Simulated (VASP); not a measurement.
# YPdF5 (I-4m2) in VASP: a series of runs, part 2 of 2

VASP 6.6.1. The steps go on from the part before.

## Step 3: Single point, PBE

This run uses another cell than the first one, of 16.98 Å³/atom.

INCAR

```
ALGO = Normal
EDIFF = 1E-6
ENCUT = 520
GGA = PE
ISIF = 2
ISMEAR = 0
LASPH = T
LCHARG = F
LREAL = F
LWAVE = F
NBANDS = 37
NELM = 60
PREC = Accurate
SIGMA = 0.1
```

KPOINTS

```
k-points
0
Gamma
  4 4 4
```

POSCAR

```
YPdF5
1.0
   -3.1641615900      3.1641615900      2.9671109600
    3.1641615900     -3.1641615900      2.9671109600
    3.1641615900      3.1641615900     -2.9671109600
Y Pd F
1 1 5
Direct
    0.2500000000      0.7500000000      0.5000000000
    0.7500000000      0.2500000000      0.5000000000
    0.1390914900      0.1390914900      0.2781829800
    0.8609085100      0.8609085100      0.7218170200
    0.8609085100      0.1390914900      0.0000000000
    0.1390914900      0.8609085100      0.0000000000
    0.0000000000      0.0000000000      0.0000000000
```

Potentials or basis: VASP PAW PBE potentials, release 64 (Y_sv, Pd, F).

The run is started by

```console
cat potpaw_PBE.64/Y_sv/POTCAR potpaw_PBE.64/Pd/POTCAR potpaw_PBE.64/F/POTCAR > POTCAR
mpirun -np 1 vasp_std > vasp.out
```

It took 63 s on 1 thread of Intel Xeon Platinum 8259CL at 2.50GHz (Skylake/Cascade Lake), shared host; peak memory 0.27 GiB.

The run converged. Its results:

* Free energy: 1.4272 eV
* Pressure: 74.0 GPa
* Largest force: 34.274 eV/Å
* Band gap on the k mesh: 0.10 eV (least direct gap 0.12 eV)

Forces in eV/Å, atoms in the order of the input:
```
Y     0.000   0.000   0.000
Pd    0.000   0.000   0.000
F    24.235  24.235   0.000
F   -24.235 -24.235   0.000
F    24.235 -24.235   0.000
F   -24.235  24.235   0.000
F     0.000   0.000   0.000
```

Stress tensor (GPa, compression positive):
```
115.21   0.00   0.00
  0.00 115.21   0.00
  0.00   0.00  -8.50
```

Levels at points of the mesh, in eV from the valence-band top:
```csv
k point,band 25,band 26,band 27,band 28,band 29,band 30,band 31,band 32
"(0.00, 0.00, 0.00)",-2.09,-1.39,-1.32,-0.78,0.99,1.00,1.06,1.23
"(0.50, 0.00, 0.00)",-1.75,-1.42,-1.35,-0.31,0.16,0.64,0.65,0.93
"(0.50, 0.50, 0.00)",-1.86,-1.54,-1.41,-0.51,0.73,0.77,0.92,1.52
"(0.50, 0.50, 0.50)",-1.88,-1.64,-1.24,0.00,0.12,1.25,1.31,1.31
```

Caveat: the standard files for N, O and F lose accuracy on very short bonds; the stress differs along the axes, from -8 to 115 GPa; forces of over 1 eV/Å act on the atoms, so gaps and moduli don't describe the material at rest. A k mesh can miss the band edges.

## Step 4: Single point, PBE, collinear spin

INCAR

```
SYSTEM = YPdF5
ALGO = Normal ; EDIFF = 1E-6
ENCUT = 520 ; GGA = PE
ISIF = 2 ; ISMEAR = 0
ISPIN = 2 ; LASPH = .TRUE.
LCHARG = .FALSE. ; LMAXMIX = 4
LORBIT = 11 ; LREAL = .FALSE.
LWAVE = .FALSE. ; MAGMOM = 0 1 0 0 0 0 0
NBANDS = 41 ; NELM = 150
PREC = Accurate ; SIGMA = 0.1
```

KPOINTS

```
k-points
0
G
  4 4 4
  0 0 0
```

POSCAR

```
YPdF5
1.0
   -2.7801840571      2.7801840571      2.8241767860
    2.7801840571     -2.7801840571      2.8241767860
    2.7801840571      2.7801840571     -2.8241767860
Y Pd F
1 1 5
Direct
    0.2500000000      0.7500000000      0.5000000000
    0.7500000000      0.2500000000      0.5000000000
    0.2835633914      0.2835633914      0.5671267828
    0.7164366086      0.7164366086      0.4328732172
    0.7164366086      0.2835633914      0.0000000000
    0.2835633914      0.7164366086      0.0000000000
    0.0000000000      0.0000000000      0.0000000000
```

The run is started by

```console
cat potpaw_PBE.64/Y_sv/POTCAR potpaw_PBE.64/Pd/POTCAR potpaw_PBE.64/F/POTCAR > POTCAR
mpirun -np 1 vasp_std > vasp.out
```

Run time: 3.2 min. Hardware: 1 thread of Intel Xeon Platinum 8259CL at 2.50GHz (Skylake/Cascade Lake), shared host; peak memory 0.29 GiB.

It converged, with:

```
Free energy                                           : -34.9642 eV
Pressure                                              : 0.8 GPa
Net moment                                            : 0.83 μB per cell
Site moments                                          : Y -0.01; Pd +1.08; F +0.03, -0.35 (each value once) μB
Valence electrons inside the program's atomic spheres : Y 9.14; Pd 8.84; F 6.05, 5.99 (each value once)
```

Forces in eV/Å, atoms in the order of the input:
```
Y    0.000  0.000  0.000
Pd   0.000  0.000  0.000
F   -0.002 -0.002  0.000
F    0.002  0.002  0.000
F   -0.002  0.002  0.000
F    0.002 -0.002  0.000
F    0.000  0.000  0.000
```

Stress tensor (GPa, compression positive):
```
0.86 0.00 0.00
0.00 0.86 0.00
0.00 0.00 0.61
```

Levels at points of the mesh, in eV from the Fermi level:
Spin up:
| k point | band 26 | band 27 | band 28 | band 29 | band 30 | band 31 | band 32 | band 33 |
| --- | --- | --- | --- | --- | --- | --- | --- | --- |
| (0.00, 0.00, 0.00) | -1.42 | -0.93 | -0.09 | -0.09 | 2.33 | 4.88 | 5.13 | 5.39 |
| (0.50, 0.00, 0.00) | -1.00 | -0.38 | -0.22 | 0.15 | 3.72 | 5.09 | 5.47 | 5.50 |
| (0.50, 0.50, 0.00) | -1.15 | -0.21 | -0.07 | 0.01 | 4.07 | 5.19 | 5.52 | 5.63 |
| (0.50, 0.50, 0.50) | -0.33 | -0.22 | -0.15 | -0.15 | 4.76 | 5.28 | 7.08 | 7.08 |
Spin down:
```csv
k point,band 26,band 27,band 28,band 29,band 30,band 31
"(0.00, 0.00, 0.00)",-0.70,-0.70,-0.70,-0.47,2.56,4.87
"(0.50, 0.00, 0.00)",-0.67,-0.41,-0.33,0.67,3.72,5.09
"(0.50, 0.50, 0.00)",-0.62,-0.59,-0.16,0.51,4.29,5.17
"(0.50, 0.50, 0.50)",-0.73,0.51,0.51,0.81,4.92,5.28
```

Caveat: the k points lie up to 0.40 Å⁻¹ apart.

## Step 5: Relaxation of cell and atoms, PBE

This run uses another cell than the first one, of 16.98 Å³/atom.

INCAR

```
PREC     = Accurate       # precision mode
ENCUT    = 600            # plane-wave cutoff, eV
EDIFF    = 1E-6           # SCF threshold, eV
ISMEAR   = 0              # smearing method
SIGMA    = 0.1            # smearing width, eV
LREAL    = F              # projectors in reciprocal space
LASPH    = T              # aspherical terms in the spheres
NELM     = 80             # most SCF steps
ALGO     = Normal         # electronic algorithm
ISIF     = 3              # what is computed and relaxed
LWAVE    = F              # write WAVECAR
LCHARG   = F              # write CHGCAR
GGA      = PE             # functional
IBRION   = 2              # ionic algorithm
NSW      = 90             # ionic steps
EDIFFG   = -0.04          # ionic threshold
```

KPOINTS

```
regular mesh
0
Gamma
  4 4 4
```

POSCAR

```
YPdF5
1.0
   -3.1641615900      3.1641615900      2.9671109600
    3.1641615900     -3.1641615900      2.9671109600
    3.1641615900      3.1641615900     -2.9671109600
Y Pd F
1 1 5
Direct
    0.2500000000      0.7500000000      0.5000000000
    0.7500000000      0.2500000000      0.5000000000
    0.1390914900      0.1390914900      0.2781829800
    0.8609085100      0.8609085100      0.7218170200
    0.8609085100      0.1390914900      0.0000000000
    0.1390914900      0.8609085100      0.0000000000
    0.0000000000      0.0000000000      0.0000000000
```

The run is started by

```console
cat potpaw_PBE.64/Y_sv/POTCAR potpaw_PBE.64/Pd/POTCAR potpaw_PBE.64/F/POTCAR > POTCAR
mpirun -np 1 vasp_std > vasp.out
```

Wall time 36 min (1 thread of Intel Xeon Platinum 8259CL at 2.50GHz (Skylake/Cascade Lake), shared host); peak memory 0.43 GiB.

The run converged. Its results:

- Free energy: -34.9810 eV
- Relaxed volume: 12.43 Å³/atom
- Relaxed cell: a = 4.835 Å, b = 4.835 Å, c = 4.835 Å, α = 109.84°, β = 109.84°, γ = 108.74°
- Space group after relaxing (to 0.1 Å): I-4m2 (No. 119)
- Energy gained by relaxing: 5196.7 meV/atom
- Ionic steps: 18
- Pressure after relaxing: 0.0 GPa
- Largest force after relaxing: 0.016 eV/Å
- Band gap on the k mesh: zero (bands 28 and 29 overlap by 0.46 eV)

Forces in eV/Å, atoms in the order of the input:
```
Y    0.000  0.000  0.000
Pd   0.000  0.000  0.000
F   -0.011 -0.011  0.000
F    0.011  0.011  0.000
F   -0.011  0.011  0.000
F    0.011 -0.011  0.000
F    0.000  0.000  0.000
```

Stress tensor (GPa, compression positive):
```
-0.02  0.00  0.00
 0.00 -0.02  0.00
 0.00  0.00  0.07
```

The path:
| step | energy change (eV) | largest force (eV/Å) | pressure (GPa) | volume (Å³) |
| --- | --- | --- | --- | --- |
| 1 | 0.0000 | 34.2561 | 73.94 | 118.83 |
| 2 | -4.6718 | 0.3291 | -32.53 | 286.92 |
| 3 | -27.2243 | 0.1024 | -14.17 | 177.80 |
| 4 | -27.7980 | 0.0554 | -13.97 | 173.22 |
| 5 | -30.6240 | 0.8417 | -12.14 | 144.86 |
| 6 | -30.6465 | 2.4105 | -7.51 | 131.55 |
| 7 | -30.8596 | 1.4012 | -10.62 | 138.43 |
| 8 | -30.8620 | 1.5821 | -10.09 | 136.89 |
| 9 | -32.3902 | 1.8616 | -7.59 | 118.37 |
| 10 | -33.7132 | 2.6327 | 8.76 | 90.43 |
| 11 | -34.7139 | 2.0662 | 8.65 | 87.06 |
| 12 | -35.8455 | 0.3544 | 14.94 | 77.28 |
| 13 | -35.9088 | 0.6363 | 11.72 | 79.98 |
| 14 | -35.9380 | 0.3357 | 12.63 | 79.04 |
| 15 | -36.3515 | 0.0934 | -0.79 | 87.46 |
| 16 | -36.3518 | 0.1073 | -1.16 | 87.78 |
| 17 | -36.3747 | 0.0448 | -0.36 | 87.22 |
| 18 | -36.3772 | 0.0160 | 0.01 | 86.98 |

Final structure:
```
Y Pd F
1.0
    -2.77867    2.77867    2.81622
     2.77867   -2.77867    2.81622
     2.77867    2.77867   -2.81622
Y Pd F
1 1 5
Direct
  0.25000 0.75000 0.50000
  0.75000 0.25000 0.50000
  0.28396 0.28396 0.56792
  0.71604 0.71604 0.43208
  0.71604 0.28396 0.00000
  0.28396 0.71604 0.00000
  0.00000 0.00000 0.00000
```

Levels at points of the mesh, in eV from the Fermi level:
```tsv
k point	band 24	band 25	band 26	band 27	band 28	band 29	band 30	band 31	band 32	band 33
(0.00, 0.00, 0.00)	-1.13	-1.13	-0.83	-0.60	-0.19	-0.19	2.60	5.01	5.30	5.52
(0.50, 0.00, 0.00)	-0.91	-0.85	-0.62	-0.42	0.07	0.36	3.83	5.22	5.62	5.70
(0.50, 0.50, 0.00)	-0.94	-0.74	-0.55	-0.15	-0.08	0.27	4.30	5.31	5.65	5.76
(0.50, 0.50, 0.50)	-0.72	-0.35	-0.35	0.27	0.27	0.45	4.96	5.40	7.20	7.20
```

Caveat: the k points lie up to 0.40 Å⁻¹ apart in the final cell; the standard files for N, O and F lose accuracy on very short bonds; the volume moved by over 15 % at a fixed basis, so the end points are rough.

## Step 6: Overview

```csv
task,spin,cell,cutoff (eV),gap on the mesh (eV),pressure (GPa),largest force (eV/Å)
single point,off,"a = 4.841 Å, angles 109.9, 109.9, 108.6°, 7 atoms, atomic positions A",520,none,-0.3,0.01
single point,off,"a = 5.369 Å, angles 107.8, 107.8, 112.9°, 7 atoms, atomic positions B",520,0.10,74.0,34.27
single point,collinear,"a = 4.841 Å, angles 109.9, 109.9, 108.6°, 7 atoms, atomic positions A",520,none,0.8,-
relaxation of cell and atoms,off,"relaxed from a = 5.369 Å, angles 107.8, 107.8, 112.9°, 7 atoms, atomic positions B",600,none,0.0,0.02
```

Alike in all rows: level PBE; potentials or basis VASP PAW PBE potentials, release 64 (Y_sv, Pd, F); k mesh 4 × 4 × 4; smearing gaussian 0.1 eV.

Caveats: some runs use coarse meshes; the standard files for N, O and F lose accuracy on very short bonds (at least some runs); the stress differs along the axes, from -8 to 115 GPa (at least some runs); forces of over 1 eV/Å act on the atoms, so gaps and moduli don't describe the material at rest (at least some runs); the volume moved by over 15 % at a fixed basis, so the end points are rough (at least some runs).

Total energies depend on the potentials used, so only differences within one code and one set of settings carry meaning.
